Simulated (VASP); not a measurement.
# ZnS4 (Pm) in VASP: single point with PBE

Aim: the single point of ZnS4 with PBE.

Program: VASP 6.6.1. These are calculated values, not measurements. Logs are shortened: lines on timing, memory, paths and dates and some standing lists are left out, and cuts for length are marked.

**1. The cell of the first run**

The typed cell holds 5 atoms: a = 4.757 Å, b = 6.274 Å, c = 5.163 Å, α = 90.00°, β = 128.41°, γ = 90.00°.

**2. Single point, PBE**

Contents of INCAR:

```
SYSTEM = ZnS4
ALGO = Normal
EDIFF = 1E-6
ENCUT = 520
GGA = PE
ISIF = 2
ISMEAR = 0
LASPH = .True.
LCHARG = .False.
LREAL = .False.
LWAVE = .False.
NBANDS = 26
NELM = 60
PREC = Accurate
SIGMA = 0.1
```

Contents of KPOINTS:

```
k-points
0
Gamma
  8 4 6
  0 0 0
```

Contents of POSCAR:

```
ZnS4
1.0
    4.7337128547      0.0000000000     -0.4685232378
    0.0000000000      6.2738084235      0.0000000000
   -2.7929942409      0.0000000000      4.3417288765
Zn S
1 4
Direct
    0.6374475383      0.5000000000      0.3199295593
    0.1601829983      0.2515807020      0.1412008695
    0.1601829983      0.7484192980      0.1412008695
    0.1147141576      0.2515187721      0.4989158608
    0.1147141576      0.7484812279      0.4989158608
```

Potentials or basis: VASP PAW PBE potentials, release 64 (Zn, S).

On the command line:

```
$ cat potpaw_PBE.64/Zn/POTCAR potpaw_PBE.64/S/POTCAR > POTCAR
$ mpirun -np 1 vasp_std > vasp.out
```

OUTCAR:

```text
SYSTEM = ZnS4
   EDIFF = 1E-6
   ENCUT = 520
   GGA = PE
   ISIF = 2
   ISMEAR = 0
   LASPH = .True.
   LREAL = .False.
   NELM = 60
   PREC = Accurate

 ion  position               nearest neighbor table
   1  0.637  0.500  0.320-   4 2.41   5 2.41   2 2.41   3 2.41
   2  0.160  0.252  0.141-   4 1.99   1 2.41
   3  0.160  0.748  0.141-   5 1.99   1 2.41
   4  0.115  0.252  0.499-   2 1.99   1 2.41
   5  0.115  0.748  0.499-   3 1.99   1 2.41

  LATTYP: Found a simple monoclinic cell.
 ALAT       =     4.3322177528
 B/A-ratio  =     1.4481747644
 C/A-ratio  =     1.0980155801
 COS(beta)  =    -0.3577364628

  Lattice vectors:

 A1 = (   1.9407186138,   0.0000000000,   3.8732056387)
 A2 = (   0.0000000000,   6.2738084235,   0.0000000000)
 A3 = (  -4.7337128547,   0.0000000000,   0.4685232378)

Analysis of symmetry for initial positions (statically):
=====================================================================
 Subroutine PRICEL returns:
 Original cell was already a primitive cell.

 Routine SETGRP: Setting up the symmetry group for a
 simple monoclinic supercell.

 Subroutine GETGRP returns: Found  2 space group operations
 (whereof  2 operations were pure point group operations)
 out of a pool of  4 trial point group operations.

The static configuration has the point symmetry C_1h.

Analysis of symmetry for dynamics (positions and initial velocities):
=====================================================================
 Subroutine PRICEL returns:
 Original cell was already a primitive cell.

 Routine SETGRP: Setting up the symmetry group for a
 simple monoclinic supercell.

 Subroutine GETGRP returns: Found  2 space group operations
 (whereof  2 operations were pure point group operations)
 out of a pool of  4 trial point group operations.

The dynamic configuration has the point symmetry C_1h.

 Subroutine INISYM returns: Found  2 space group operations
 (whereof  2 operations are pure point group operations),
 and found     1 'primitive' translations

----------------------------------------------------------------------------------------

                                     Primitive cell

  volume of cell :     120.7326

  direct lattice vectors                    reciprocal lattice vectors
     4.733712855  0.000000000 -0.468523238     0.225615674  0.000000000  0.145136487
     0.000000000  6.273808424  0.000000000     0.000000000  0.159392817  0.000000000
    -2.792994241  0.000000000  4.341728877     0.024346565  0.000000000  0.245984917

  length of vectors
     4.756842589  6.273808424  5.162501958     0.268266719  0.159392817  0.247186841

  position of ions in fractional coordinates (direct lattice)
     0.637447538  0.500000000  0.319929559
     0.160182998  0.251580702  0.141200869
     0.160182998  0.748419298  0.141200869
     0.114714158  0.251518772  0.498915861
     0.114714158  0.748481228  0.498915861

  ion indices of the primitive-cell ions
   primitive index   ion index
                 1           1
                 2           2
                 3           3
                 4           4
                 5           5

----------------------------------------------------------------------------------------

 KPOINTS: k-points

Automatic generation of k-mesh.
 Grid dimensions read from file:
 generate k-points for:    8    4    6

 Generating k-lattice:

  Cartesian coordinates                     Fractional coordinates (reciprocal lattice)
     0.028201959  0.000000000  0.018142061     0.125000000  0.000000000  0.000000000
     0.000000000  0.039848204  0.000000000     0.000000000  0.250000000  0.000000000
     0.004057761  0.000000000  0.040997486    -0.000000000  0.000000000  0.166666667

  Length of vectors
     0.033533340  0.039848204  0.041197807

  Shift w.r.t. Gamma in fractional coordinates (k-lattice)
     0.000000000  0.000000000  0.000000000

 Subroutine IBZKPT returns following result:
 ===========================================

 Found     78 irreducible k-points:

 Following reciprocal coordinates:
            Coordinates               Weight
  0.000000  0.000000  0.000000      1.000000
  0.125000  0.000000 -0.000000      2.000000
  0.250000  0.000000 -0.000000      2.000000
  0.375000  0.000000 -0.000000      2.000000
  0.500000  0.000000 -0.000000      1.000000
  0.000000  0.250000  0.000000      2.000000
[... 16 lines left out ...]
 -0.125000  0.000000  0.166667      2.000000
  0.000000  0.250000  0.166667      4.000000
 [... further k-points ...]
   k-points           NKPTS =     78   k-points in BZ     NKDIM =     78   number of bands    NBANDS=     26
   number of dos      NEDOS =    301   number of ions     NIONS =      5
   total plane-waves  NPLWV =  69120
   dimension x,y,z NGX =    36 NGY =   48 NGZ =   40
   dimension x,y,z NGXF=    72 NGYF=   96 NGZF=   80
   ions per type =               1   4
   NGX,Y,Z   is equivalent  to a cutoff of  12.58, 12.72, 12.88 a.u.
   NGXF,Y,Z  is equivalent  to a cutoff of  25.16, 25.44, 25.76 a.u.
 SYSTEM =  ZnS4
   PREC   = accura    normal or accurate (medium, high low for compatibility)
   ISTART =      0    job   : 0-new  1-cont  2-samecut
   ICHARG =      2    charge: 1-file 2-atom 10-const
   ISPIN  =      1    spin polarized calculation?
   LNONCOLLINEAR =      F non collinear calculations
   LSORBIT =      F    spin-orbit coupling
   LASPH  =      T    aspherical Exc in radial PAW
   ENCUT  =  520.0 eV  38.22 Ry    6.18 a.u.   8.84 11.67  9.60*2*pi/ulx,y,z
   NELM   =     60;   NELMIN=  2; NELMDL= -5     # of ELM steps
   EDIFF  = 0.1E-05   stopping-criterion for ELM
   LREAL  =      F    real-space projection
   EDIFFG = 0.1E-04   stopping-criterion for IOM
   NSW    =      0    number of steps for IOM
   IBRION =     -1    ionic relax: 0-MD 1-quasi-New 2-CG
   NFREE  =      0    steps in history (QN), initial steepest desc. (CG)
   ISIF   =      2    stress and relaxation
   ISYM   =      2    0-nonsym 1-usesym 2-fastsym
   POTIM  = 0.5000    time-step for ionic-motion
   TEBEG  =    0.0;   TEEND  =   0.0 temperature during run
   PSTRESS=    0.0 pullay stress
   NELECT =      36.0000    total number of electrons
   NUPDOWN=      -1.0000    fix difference up-down
   EMIN   =  10.00;   EMAX   =-10.00  energy-range for DOS
   EFERMI =   0.00;   METHOD = LEGACY
   ISMEAR =     0;   SIGMA  =   0.10  broadening in eV -4-tet -1-fermi 0-gaus
   EFERMI_NEDOS =   21; number of points for ismear=-14 and -15
   IALGO  =     38    algorithm
   IMIX   =      4    mixing-type and parameters
     AMIX     =   0.40;   BMIX     =  1.00
     AMIX_MAG =   1.60;   BMIX_MAG =  1.00
  volume/ion in A,a.u.               =      24.15       162.95
  Fermi-wavevector in a.u.,A,eV,Ry     =   1.093706  2.066805 16.275204  1.196194
  Thomas-Fermi vector in A             =   2.229997
   LORBIT       =      0    0 simple, 1 ext, 2 COOP (PROOUT), +10 PAW based schemes
   GGA     = PE    functional components
   LHFCALC =     F    Hartree Fock is set to
   AEXX    =    0.0000 exact exchange contribution
   IVDW    =     0    specifies the selected vdW correction
   LEPSILON=     F    determine dielectric tensor
   LRPA    =     F    only Hartree local field effects (RPA)
 non-spin polarized calculation
 Gauss-broadening in eV      SIGMA  =   0.10
  energy-cutoff  :      520.00
  volume of cell :      120.73
 maximum number of plane-waves:      3272
   NGX = 17   NGY = 23   NGZ = 19

 number of electron      36.0000002 magnetization

 Free energy of the ion-electron system (eV)
  ---------------------------------------------------
  ext. energy  EPLUGINS =         0.00000000
  ---------------------------------------------------
  free energy    TOTEN  =       -17.47848499 eV

  energy without entropy =      -17.47279868  energy(sigma->0) =      -17.47564183

 E-fermi :   2.4612     XC(G=0):  -8.6032

 val. band max:        2.4389551207   @ k =   0.3750   0.0000   0.5000
 cond. band min:       2.4718055237   @ k =   0.5000   0.0000   0.5000
 fundamental gap:      0.0328504031
 Fermi energy:         2.4611835080

 k-point     1 :       0.0000    0.0000    0.0000
  band No.  band energies     occupation
      1     -13.4387      2.00000
      2     -12.5768      2.00000
      3      -8.2423      2.00000
      4      -7.5807      2.00000
      5      -5.1543      2.00000
      6      -4.8145      2.00000
[... 18 lines left out ...]
     25       8.3405      0.00000
     26       8.9852      0.00000

 k-point     2 :       0.1250    0.0000   -0.0000
  band No.  band energies     occupation
      1     -13.4048      2.00000
      2     -12.5595      2.00000
      3      -8.3290      2.00000
      4      -7.5782      2.00000
      5      -5.0641      2.00000
      6      -4.7895      2.00000
[... 18 lines left out ...]
     25       8.6099      0.00000
     26       8.7316      0.00000

 k-point     3 :       0.2500    0.0000   -0.0000
  band No.  band energies     occupation
      1     -13.3202      2.00000
      2     -12.5172      2.00000
      3      -8.5227      2.00000
      4      -7.5718      2.00000
      5      -4.8566      2.00000
      6      -4.7305      2.00000
[... 18 lines left out ...]
     25       9.0180      0.00000
     26       9.2417      0.00000

 k-point     4 :       0.3750    0.0000   -0.0000
  band No.  band energies     occupation
      1     -13.2315      2.00000
      2     -12.4740      2.00000
      3      -8.7003      2.00000
      4      -7.5653      2.00000
      5      -4.8896      2.00000
      6      -4.6842      2.00000
[... 18 lines left out ...]
     25       8.9820      0.00000
     26       9.5731      0.00000

 k-point     5 :       0.5000    0.0000   -0.0000
  band No.  band energies     occupation
      1     -13.1934      2.00000
      2     -12.4559      2.00000
      3      -8.7703      2.00000
      4      -7.5625      2.00000
      5      -4.9501      2.00000
      6      -4.6790      2.00000
[... 18 lines left out ...]
     25       8.6492      0.00000
     26       9.5670      0.00000

 k-point     6 :       0.0000    0.2500    0.0000
  band No.  band energies     occupation
      1     -13.3401      2.00000
      2     -12.7126      2.00000
      3      -8.1529      2.00000
      4      -7.6843      2.00000
      5      -5.0816      2.00000
      6      -4.7730      2.00000
[... 427 lines left out ...]
 k-point    21 :      -0.3750    0.0000    0.1667
  band No.  band energies     occupation
      1     -13.2411      2.00000
      2     -12.4773      2.00000
      3      -8.9192      2.00000
      4      -7.7602      2.00000
      5      -4.8907      2.00000
      6      -4.7310      2.00000
[... 18 lines left out ...]
     25       9.0243      0.00000
     26       9.1684      0.00000

 k-point    22 :      -0.2500    0.0000    0.1667
  band No.  band energies     occupation
      1     -13.3261      2.00000
      2     -12.5172      2.00000
      3      -8.7480      2.00000
      4      -7.7584      2.00000
      5      -4.8154      2.00000
      6      -4.7479      2.00000
[... 18 lines left out ...]
     25       8.5072      0.00000
     26       8.6747      0.00000

 k-point    23 :      -0.1250    0.0000    0.1667
  band No.  band energies     occupation
      1     -13.3832      2.00000
      2     -12.5388      2.00000
      3      -8.5545      2.00000
      4      -7.7551      2.00000
      5      -4.9977      2.00000
      6      -4.7685      2.00000
[... 18 lines left out ...]
     25       8.3890      0.00000
     26       8.8173      0.00000

 k-point    24 :       0.0000    0.2500    0.1667
  band No.  band energies     occupation
      1     -13.2843      2.00000
      2     -12.6640      2.00000
      3      -8.3683      2.00000
      4      -7.8653      2.00000
      5      -5.0193      2.00000
      6      -4.7404      2.00000
[... 18 lines left out ...]
     25       8.6047      0.00000
     26       9.0724      0.00000

 [... further k-points ...]
[... 5 lines left out ...]
  --------------------------------------------------------------------------------------
  -------------------------------------------------------------------------------------
  Total       -0.2168557      0.0266997     -0.4094631      0.0000000      0.0000000      0.3235969
  in kB       -2.8777749      0.3543167     -5.4337626      0.0000000      0.0000000      4.2942793
  external PRESSURE =      -2.6524069 kB  Pullay stress =       0.0000000 kB

 VOLUME and BASIS-vectors are now :
 -----------------------------------------------------------------------------
  energy-cutoff  :      520.00
  volume of cell :      120.73
      direct lattice vectors                 reciprocal lattice vectors
     4.733712855  0.000000000 -0.468523238     0.225615674  0.000000000  0.145136487
     0.000000000  6.273808424  0.000000000     0.000000000  0.159392817  0.000000000
    -2.792994241  0.000000000  4.341728877     0.024346565  0.000000000  0.245984917

 POSITION                                       TOTAL-FORCE (eV/Angst)
 -----------------------------------------------------------------------------------
      2.12393      3.13690      1.09039        -0.000467      0.000000      0.001653
      0.36389      1.57837      0.53801        -0.114323     -0.009076      0.127310
      0.36389      4.69544      0.53801        -0.114323      0.009076      0.127310
     -0.85045      1.57798      2.11241         0.114556     -0.006996     -0.128136
     -0.85045      4.69583      2.11241         0.114556      0.006996     -0.128136
 -----------------------------------------------------------------------------------
    total drift:                               -0.000318      0.000000     -0.000125

  FREE ENERGIE OF THE ION-ELECTRON SYSTEM (eV)
  ---------------------------------------------------
  free  energy   TOTEN  =       -17.4784849932 eV

  energy  without entropy=      -17.4727986768  energy(sigma->0) =      -17.47564183
```

Wall time 2.3 min (1 thread of Intel Xeon Platinum 8488C (Sapphire Rapids), shared host); peak memory 0.37 GiB.

Results:

```
Free energy            : -17.4785 eV
Pressure               : -0.3 GPa
Largest force          : 0.172 eV/Å
Band gap on the k mesh : zero (band 18 reaches 3.21 eV, above the bottom of band 19 at 1.84 eV)
```

Forces in eV/Å, atoms in the order of the input:
```
Zn   0.000  0.000  0.002
S   -0.114 -0.009  0.127
S   -0.114  0.009  0.127
S    0.115 -0.007 -0.128
S    0.115  0.007 -0.128
```

Stress tensor (GPa, compression positive):
```
-0.29  0.00  0.43
 0.00  0.04  0.00
 0.43  0.00 -0.54
```

Levels at points of the mesh, in eV from the Fermi level:
| k point | band 15 | band 16 | band 17 | band 18 | band 19 | band 20 | band 21 | band 22 |
| --- | --- | --- | --- | --- | --- | --- | --- | --- |
| (0.00, 0.00, 0.00) | -2.08 | -2.02 | -1.84 | -0.81 | 1.82 | 2.10 | 2.95 | 4.87 |
| (0.50, 0.00, 0.00) | -2.39 | -1.31 | -0.43 | 0.75 | 1.44 | 1.77 | 3.25 | 4.95 |
| (0.00, 0.50, 0.00) | -2.74 | -1.70 | -1.25 | -0.73 | 0.01 | 2.70 | 3.11 | 4.94 |
| (0.50, 0.50, 0.00) | -3.34 | -1.05 | -0.48 | -0.18 | 0.47 | 2.65 | 3.79 | 5.25 |
| (0.00, 0.00, 0.50) | -2.95 | -2.50 | -1.68 | -1.01 | 1.03 | 1.46 | 2.55 | 3.35 |
| (0.50, 0.00, 0.50) | -2.95 | -1.31 | -1.24 | 0.01 | 1.08 | 1.47 | 2.66 | 3.25 |
| (0.00, 0.50, 0.50) | -3.36 | -2.19 | -1.56 | -1.52 | -0.58 | 1.31 | 2.07 | 4.09 |
| (0.50, 0.50, 0.50) | -3.09 | -1.68 | -1.05 | -1.04 | -0.38 | 1.84 | 2.18 | 3.75 |
